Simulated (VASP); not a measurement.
A run of VASP 6.6.1 is set up as follows.

Contents of INCAR:

```
SYSTEM = HfC
PREC = Accurate
ENCUT = 600
EDIFF = 1E-6
ISMEAR = -1
SIGMA = 0.08
LREAL = .FALSE.
LASPH = .TRUE.
NELM = 60
ALGO = Normal
ISIF = 3
LWAVE = .FALSE.
LCHARG = .FALSE.
GGA = PS
IBRION = 2
NSW = 60
EDIFFG = -0.005
```

File KPOINTS:

```
Automatic mesh
0
G
  17 17 17
  0 0 0
```

Contents of POSCAR:

```
HfC
1.0
    0.0000000000      2.1586006647      2.1586006647
    2.1586006647      0.0000000000      2.1586006647
    2.1586006647      2.1586006647      0.0000000000
Hf C
1 1
Direct
    0.0000000000      0.0000000000      0.0000000000
    0.5000000000      0.5000000000      0.5000000000
```

Potentials or basis: VASP PAW PBE potentials, release 64 (Hf_pv, C).

Command:

```bash
$ cat potpaw_PBE.64/Hf_pv/POTCAR potpaw_PBE.64/C/POTCAR > POTCAR
$ mpirun -np 1 vasp_std > vasp.out
```

Question: Estimate the space group after relaxing (to 0.1 Å).

Answer: Fm-3m (No. 225).

Question: What does it give for the relaxed volume?

Answer: 12.21 Å³/atom.

Question: Predict the relaxed cell.

Answer: a = 3.256 Å, b = 3.256 Å, c = 3.256 Å, α = 60.00°, β = 60.00°, γ = 60.00°.

Question: What does it give for the band gap on the k mesh?

Answer: Zero (bands 7 and 8 overlap by 1.46 eV).

Final structure:
```
Hf C
1.0
     0.00000    2.30264    2.30264
     2.30264    0.00000    2.30264
     2.30264    2.30264    0.00000
Hf C
1 1
Direct
  0.00000 0.00000 0.00000
  0.50000 0.50000 0.50000
```

Caveat: the volume moved by over 15 % at a fixed basis, so the end points are rough; the PAW data sets were made with another functional, which shifts forces and pressure a little; spin-orbit coupling is left out, which moves the levels of the heavy elements.
